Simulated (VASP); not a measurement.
W:

```
CELL_PARAMETERS angstrom
-1.57725 1.57725 1.57725
1.57725 -1.57725 1.57725
1.57725 1.57725 -1.57725
ATOMIC_POSITIONS crystal
W 0.00000 0.00000 0.00000
```

Base run:

| Item | Value |
| --- | --- |
| Program | VASP 6.6.1 |
| Functional | LDA |
| Potentials or basis | VASP PAW LDA potentials, release 64 (W_sv) |
| Cutoff | 500 eV |
| k mesh | 13 × 13 × 13 |
| Occupations | fermi-dirac, width 0.05 eV |
| Spin | no spin polarisation |

Its results: band gap on the k mesh zero (band 7 reaches 16.03 eV, above the bottom of band 8 at 10.18 eV); pressure -4.2 GPa.

**Question.** The run is repeated on the same cell with these changes: functional from LDA to PBE; potentials or basis from VASP PAW LDA potentials, release 64 (W_sv) to VASP PAW PBE potentials, release 64 (W_sv). What comes out?

**Answer.** Band gap on the k mesh zero (band 7 reaches 16.16 eV, above the bottom of band 8 at 10.34 eV); pressure 9.2 GPa.

Caveats: spin-orbit coupling is left out, which moves the levels of the heavy elements.
